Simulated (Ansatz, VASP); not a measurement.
One calculation of SnO2, two programs

```
Sn O
1.0
     0.00000    2.66014    2.66014
     2.66014    0.00000    2.66014
     2.66014    2.66014    0.00000
Sn O
1 2
Direct
  0.00000 0.00000 0.00000
  0.25000 0.25000 0.25000
  0.75000 0.75000 0.75000
```

Change from the starting cell: hydrostatic strain +5.0%.

Alike in both runs: task single point; functional r2SCAN; k mesh 8 × 8 × 8; occupations fermi-dirac, width 0.02 eV; no spin polarisation.

|  | VASP | Ansatz |
| --- | --- | --- |
| version | VASP 6.6.1 | Ansatz 0.2.0 |
| potentials or method | VASP PAW PBE potentials, release 64 (Sn_d, O) | plane waves, PAW |
| plane-wave cutoff (eV) | 520 | 500 |
| valence electrons in the cell | 26 | 26 |

VASP gave:

| Property | Result |
| --- | --- |
| pressure (GPa) | -22.5 |

What did Ansatz give for the same quantities?

Pressure (GPa): -23.2.

VASP's potentials were made for PBE, not for r2SCAN.
